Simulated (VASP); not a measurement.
A run of VASP 6.6.1 is set up as follows.

The input INCAR:

```
SYSTEM = HfO2
PREC = Accurate
ENCUT = 520
EDIFF = 1E-6
ISMEAR = 0
SIGMA = 0.05
LREAL = .FALSE.
LASPH = .TRUE.
NELM = 60
ALGO = Normal
ISIF = 2
LWAVE = .FALSE.
LCHARG = .FALSE.
GGA = PE
NBANDS = 18
```

KPOINTS

```
Automatic mesh
0
G
  8 8 8
  0 0 0
```

POSCAR

```
HfO2
1.0
    0.0000000000      2.5488057606      2.5488057606
    2.5105736742      0.0000000000      2.5488057606
    2.5105736742      2.5488057606      0.0000000000
Hf O
1 2
Direct
    0.0000000000      0.0000000000      0.0000000000
    0.2500000000      0.2500000000      0.2500000000
    0.7500000000      0.7500000000      0.7500000000
```

Potentials or basis: VASP PAW PBE potentials, release 64 (Hf_pv, O).

Launch:

```bash
$ cat potpaw_PBE.64/Hf_pv/POTCAR potpaw_PBE.64/O/POTCAR > POTCAR
$ mpirun -np 1 vasp_std > vasp.out
```

Problem. Estimate the pressure.

Solution. 0.1 GPa.

Problem. Predict the band gap on the k mesh.

Solution. 3.68 eV, indirect (the least direct gap lies 4.8 meV higher).

Stress tensor (GPa, compression positive):
```
 4.79  0.00  0.00
 0.00 -2.27  0.00
 0.00  0.00 -2.27
```

Caveat: the cell differs from its parent crystal (strain -0.0150 x Voigt [1, 0, 0, 0, 0, 0]); spin-orbit coupling is left out, which moves the levels of the heavy elements. A k mesh can miss the band edges.
